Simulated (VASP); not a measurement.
# TiAl (P-6m2) in VASP: single point with PBEsol

Aim: the single point of TiAl with PBEsol.

Everything below comes from runs of VASP 6.6.1. Logs are shortened: lines on timing, memory, paths and dates and some standing lists are left out, and cuts for length are marked.

## 1. The cell of the first run

It takes space group P-6m2 (No. 187, hexagonal). The conventional cell has a = 2.867 Å, b = 2.867 Å, c = 4.678 Å, α = 90.00°, β = 90.00°, γ = 120.00°. Ti (site symmetry -6m2) has 6 Al at 2.87 Å and 6 Ti at 2.87 Å within 3.8 Å. Within 3.8 Å of Al (site symmetry -6m2) lie 6 Ti at 2.87 Å and 6 Al at 2.87 Å.

## 2. Single point, PBEsol

The input, INCAR:

```
ALGO = Normal ; EDIFF = 1E-6
ENCUT = 500 ; GGA = PS
GGA_COMPAT = False ; ISIF = 2
ISMEAR = -1 ; LASPH = True
LCHARG = False ; LREAL = False
LWAVE = False ; NBANDS = 14
NELM = 120 ; PREC = Accurate
SIGMA = 0.15
```

The input, KPOINTS:

```
k-points
0
Gamma
  11 11 6
```

The input, POSCAR:

```
TiAl
1.0
    2.8672620000      0.0000000000      0.0000000000
   -1.4336310000      2.4831220000      0.0000000000
    0.0000000000      0.0000000000      4.6780830000
Ti Al
1 1
Direct
    0.0000000000      0.0000000000      0.0000000000
    0.3333333333      0.6666666667      0.5000000000
```

Potentials or basis: VASP PAW PBE potentials, release 64 (Ti_sv, Al).

The run is started by

```bash
$ cat potpaw_PBE.64/Ti_sv/POTCAR potpaw_PBE.64/Al/POTCAR > POTCAR
$ mpirun -np 1 vasp_std > vasp.out
```

OUTCAR:

```text
EDIFF = 1E-6
   ENCUT = 500
   GGA = PS
   ISIF = 2
   ISMEAR = -1
   LASPH = True
   LREAL = False
   NELM = 120
   PREC = Accurate

 ion  position               nearest neighbor table
   1  0.000  0.000  0.000-   2 2.87   2 2.87   2 2.87   2 2.87   2 2.87   2 2.87
   2  0.333  0.667  0.500-   1 2.87   1 2.87   1 2.87   1 2.87   1 2.87   1 2.87

  LATTYP: Found a hexagonal cell.
 ALAT       =     2.8672620000
 C/A-ratio  =     1.6315505873

  Lattice vectors:

 A1 = (   2.8672620000,   0.0000000000,   0.0000000000)
 A2 = (  -1.4336310000,   2.4831220000,   0.0000000000)
 A3 = (   0.0000000000,   0.0000000000,   4.6780830000)

Analysis of symmetry for initial positions (statically):
=====================================================================
 Subroutine PRICEL returns:
 Original cell was already a primitive cell.

 Routine SETGRP: Setting up the symmetry group for a
 hexagonal supercell.

 Subroutine GETGRP returns: Found 12 space group operations
 (whereof 12 operations were pure point group operations)
 out of a pool of 24 trial point group operations.

The static configuration has the point symmetry D_3h.

Analysis of symmetry for dynamics (positions and initial velocities):
=====================================================================
 Subroutine PRICEL returns:
 Original cell was already a primitive cell.

 Routine SETGRP: Setting up the symmetry group for a
 hexagonal supercell.

 Subroutine GETGRP returns: Found 12 space group operations
 (whereof 12 operations were pure point group operations)
 out of a pool of 24 trial point group operations.

The dynamic configuration has the point symmetry D_3h.

 Subroutine INISYM returns: Found 12 space group operations
 (whereof 12 operations are pure point group operations),
 and found     1 'primitive' translations

----------------------------------------------------------------------------------------

                                     Primitive cell

  volume of cell :      33.3068

  direct lattice vectors                    reciprocal lattice vectors
     2.867262000  0.000000000  0.000000000     0.348764780  0.201359418  0.000000000
    -1.433631000  2.483122000  0.000000000     0.000000000  0.402718835  0.000000000
     0.000000000  0.000000000  4.678083000     0.000000000  0.000000000  0.213762774

  length of vectors
     2.867262000  2.867262233  4.678083000     0.402718868  0.402718835  0.213762774

  position of ions in fractional coordinates (direct lattice)
     0.000000000  0.000000000  0.000000000
     0.333333333  0.666666667  0.500000000

  ion indices of the primitive-cell ions
   primitive index   ion index
                 1           1
                 2           2

----------------------------------------------------------------------------------------

 KPOINTS: k-points

Automatic generation of k-mesh.
 Grid dimensions read from file:
 generate k-points for:   11   11    6

 Generating k-lattice:

  Cartesian coordinates                     Fractional coordinates (reciprocal lattice)
     0.031705889  0.018305402  0.000000000     0.090909091 -0.000000000  0.000000000
     0.000000000  0.036610803  0.000000000     0.000000000  0.090909091  0.000000000
     0.000000000  0.000000000  0.035627129     0.000000000  0.000000000  0.166666667

  Length of vectors
     0.036610806  0.036610803  0.035627129

  Shift w.r.t. Gamma in fractional coordinates (k-lattice)
     0.000000000  0.000000000  0.000000000

 Subroutine IBZKPT returns following result:
 ===========================================

 Found     64 irreducible k-points:

 Following reciprocal coordinates:
            Coordinates               Weight
  0.000000  0.000000  0.000000      1.000000
  0.090909 -0.000000  0.000000      6.000000
  0.181818 -0.000000  0.000000      6.000000
  0.272727 -0.000000  0.000000      6.000000
  0.363636 -0.000000  0.000000      6.000000
  0.454545  0.000000  0.000000      6.000000
[... 16 lines left out ...]
  0.090909  0.090909  0.166667     12.000000
  0.181818  0.090909  0.166667     24.000000
 [... further k-points ...]
   k-points           NKPTS =     64   k-points in BZ     NKDIM =     64   number of bands    NBANDS=     14
   number of dos      NEDOS =    301   number of ions     NIONS =      2
   total plane-waves  NPLWV =  20736
   dimension x,y,z NGX =    24 NGY =   24 NGZ =   36
   dimension x,y,z NGXF=    48 NGYF=   48 NGZF=   72
   ions per type =               1   1
   NGX,Y,Z   is equivalent  to a cutoff of  13.92, 13.92, 12.79 a.u.
   NGXF,Y,Z  is equivalent  to a cutoff of  27.83, 27.83, 25.59 a.u.
 SYSTEM =  unknown system
   PREC   = accura    normal or accurate (medium, high low for compatibility)
   ISTART =      0    job   : 0-new  1-cont  2-samecut
   ICHARG =      2    charge: 1-file 2-atom 10-const
   ISPIN  =      1    spin polarized calculation?
   LNONCOLLINEAR =      F non collinear calculations
   LSORBIT =      F    spin-orbit coupling
   LASPH  =      T    aspherical Exc in radial PAW
   ENCUT  =  500.0 eV  36.75 Ry    6.06 a.u.   5.23  5.23  8.53*2*pi/ulx,y,z
   NELM   =    120;   NELMIN=  2; NELMDL= -5     # of ELM steps
   EDIFF  = 0.1E-05   stopping-criterion for ELM
   LREAL  =      F    real-space projection
[... 7 lines left out ...]
   TEBEG  =    0.0;   TEEND  =   0.0 temperature during run
   PSTRESS=    0.0 pullay stress
   NELECT =      15.0000    total number of electrons
   NUPDOWN=      -1.0000    fix difference up-down
   EMIN   =  10.00;   EMAX   =-10.00  energy-range for DOS
   EFERMI =   0.00;   METHOD = LEGACY
   ISMEAR =    -1;   SIGMA  =   0.15  broadening in eV -4-tet -1-fermi 0-gaus
   EFERMI_NEDOS =   21; number of points for ismear=-14 and -15
   IALGO  =     38    algorithm
   IMIX   =      4    mixing-type and parameters
     AMIX     =   0.40;   BMIX     =  1.00
     AMIX_MAG =   1.60;   BMIX_MAG =  1.00
  volume/ion in A,a.u.               =      16.65       112.38
  Fermi-wavevector in a.u.,A,eV,Ry     =   1.254857  2.371335 21.424622  1.574665
  Thomas-Fermi vector in A             =   2.388641
   LORBIT       =      0    0 simple, 1 ext, 2 COOP (PROOUT), +10 PAW based schemes
   GGA     = PS    functional components
   LHFCALC =     F    Hartree Fock is set to
   AEXX    =    0.0000 exact exchange contribution
   IVDW    =     0    specifies the selected vdW correction
   LEPSILON=     F    determine dielectric tensor
   LRPA    =     F    only Hartree local field effects (RPA)
 non-spin polarized calculation
  energy-cutoff  :      500.00
  volume of cell :       33.31
 maximum number of plane-waves:       857
 NGX is ok and might be reduce to    24
   NGX = 11   NGY = 11   NGZ = 17

 number of electron      15.0000001 magnetization

 Free energy of the ion-electron system (eV)
  ---------------------------------------------------
  ext. energy  EPLUGINS =         0.00000000
  ---------------------------------------------------
  free energy    TOTEN  =       -13.01086651 eV

  energy without entropy =      -12.84887321  energy(sigma->0) =      -12.92986986

 E-fermi :   7.8017     XC(G=0): -11.0321

 val. band max:        7.7939615627   @ k =   0.3636   0.2727   0.5000
 cond. band min:       7.8156108624   @ k =   0.2727   0.0909   0.1667
 fundamental gap:      0.0216492997
 Fermi energy:         7.8016759338

 k-point     1 :       0.0000    0.0000    0.0000
  band No.  band energies     occupation
      1     -48.5070      2.00000
      2     -24.9328      2.00000
      3     -24.5042      2.00000
      4     -24.5042      2.00000
      5      -1.1460      2.00000
      6       5.4704      2.00000
      7       5.9511      1.99999
      8       9.0596      0.00046
      9       9.0596      0.00046
     10      10.5415      0.00000
     11      10.5415      0.00000
     12      11.6723      0.00000
     13      20.6510      0.00000
     14      20.6510      0.00000

 k-point     2 :       0.0909   -0.0000    0.0000
  band No.  band energies     occupation
      1     -48.4994      2.00000
      2     -24.9253      2.00000
      3     -24.5519      2.00000
      4     -24.5150      2.00000
      5      -0.9406      2.00000
      6       5.6930      2.00000
      7       5.9764      1.99999
      8       8.8665      0.00165
      9       9.2267      0.00015
     10      10.4849      0.00000
     11      10.5864      0.00000
     12      11.7192      0.00000
     13      18.1733      0.00000
     14      19.2855      0.00000

 k-point     3 :       0.1818   -0.0000    0.0000
  band No.  band energies     occupation
      1     -48.4789      2.00000
      2     -24.9050      2.00000
      3     -24.6785      2.00000
      4     -24.5438      2.00000
      5      -0.3334      2.00000
      6       6.0427      1.99998
      7       6.2728      1.99993
      8       8.4159      0.03276
      9       9.7010      0.00001
     10      10.3364      0.00000
     11      10.7397      0.00000
     12      11.8294      0.00000
     13      15.2399      0.00000
     14      17.9302      0.00000

 k-point     4 :       0.2727   -0.0000    0.0000
  band No.  band energies     occupation
      1     -48.4520      2.00000
      2     -24.8785      2.00000
      3     -24.8417      2.00000
      4     -24.5813      2.00000
      5       0.6514      2.00000
      6       6.1260      1.99997
      7       6.7964      1.99755
      8       8.0181      0.38223
      9      10.1485      0.00000
     10      10.3953      0.00000
     11      11.0347      0.00000
     12      11.8060      0.00000
     13      13.0454      0.00000
     14      16.8634      0.00000

 k-point     5 :       0.3636   -0.0000    0.0000
  band No.  band energies     occupation
      1     -48.4271      2.00000
      2     -24.9891      2.00000
      3     -24.8539      2.00000
      4     -24.6155      2.00000
      5       1.9740      2.00000
      6       6.1989      1.99995
      7       6.6321      1.99918
      8       7.4686      1.80417
      9       9.9820      0.00000
     10      11.1423      0.00000
     11      11.4588      0.00000
[... 276 lines left out ...]
 k-point    22 :       0.4545    0.0000    0.1667
  band No.  band energies     occupation
      1     -48.4122      2.00000
      2     -25.0754      2.00000
      3     -24.8399      2.00000
      4     -24.6357      2.00000
      5       3.6217      2.00000
      6       5.2470      2.00000
      7       6.6031      1.99932
      8       6.9778      1.99180
      9       9.8336      0.00000
     10      10.3391      0.00000
     11      11.6689      0.00000
     12      12.1117      0.00000
     13      13.5915      0.00000
     14      15.9264      0.00000

 k-point    23 :       0.0909    0.0909    0.1667
  band No.  band energies     occupation
      1     -48.4853      2.00000
      2     -24.9124      2.00000
      3     -24.6361      2.00000
      4     -24.5377      2.00000
      5      -0.3770      2.00000
      6       4.8605      2.00000
      7       6.9766      1.99186
      8       8.5389      0.01457
      9       9.5656      0.00002
     10      10.2909      0.00000
     11      10.3223      0.00000
     12      12.7202      0.00000
     13      16.6839      0.00000
     14      17.1001      0.00000

 k-point    24 :       0.1818    0.0909    0.1667
  band No.  band energies     occupation
      1     -48.4616      2.00000
      2     -24.8888      2.00000
      3     -24.7735      2.00000
      4     -24.5782      2.00000
      5       0.4028      2.00000
      6       5.3920      2.00000
      7       7.2258      1.95787
      8       8.0770      0.27519
      9      10.0210      0.00000
     10      10.1665      0.00000
     11      10.2610      0.00000
     12      12.9539      0.00000
     13      14.3812      0.00000
     14      15.8597      0.00000

 [... further k-points ...]
[... 5 lines left out ...]
  --------------------------------------------------------------------------------------
  -------------------------------------------------------------------------------------
  Total       -0.3677672     -0.3677673     -0.8691505      0.0000000     -0.0000000     -0.0000000
  in kB      -17.6909141    -17.6909179    -41.8092318      0.0000000     -0.0000000     -0.0000000
  external PRESSURE =     -25.7303546 kB  Pullay stress =       0.0000000 kB

 VOLUME and BASIS-vectors are now :
 -----------------------------------------------------------------------------
  energy-cutoff  :      500.00
  volume of cell :       33.31
      direct lattice vectors                 reciprocal lattice vectors
     2.867262000  0.000000000  0.000000000     0.348764780  0.201359418  0.000000000
    -1.433631000  2.483122000  0.000000000     0.000000000  0.402718835  0.000000000
     0.000000000  0.000000000  4.678083000     0.000000000  0.000000000  0.213762774

 POSITION                                       TOTAL-FORCE (eV/Angst)
 -----------------------------------------------------------------------------------
      0.00000      0.00000      0.00000        -0.000000     -0.000000      0.000000
     -0.00000      1.65541      2.33904         0.000000      0.000000      0.000000
 -----------------------------------------------------------------------------------
    total drift:                                0.000000      0.000000      0.000000

  FREE ENERGIE OF THE ION-ELECTRON SYSTEM (eV)
  ---------------------------------------------------
  free  energy   TOTEN  =       -13.0108665143 eV

  energy  without entropy=      -12.8488732149  energy(sigma->0) =      -12.92986986
```

It took 42 s on 1 thread of Intel Xeon 8259CL, shared host; peak memory 0.17 GiB.

What came out:

```
Free energy            : -13.0109 eV
Pressure               : -2.6 GPa
Band gap on the k mesh : zero (an odd number of electrons rules out a gap without spin polarisation)
```

Levels at points of the mesh, in eV from the Fermi level:
```tsv
k point	band 5	band 6	band 7	band 8	band 9	band 10
(0.00, 0.00, 0.00)	-8.95	-2.33	-1.85	1.26	1.26	2.74
(0.00, 0.00, 0.50)	-8.05	-5.30	-0.46	1.27	1.27	2.67
```

Caveat: the PAW data sets were made with another functional, which shifts forces and pressure a little.

The gap in the log of VASP goes by the Fermi energy; the results here count the filled bands.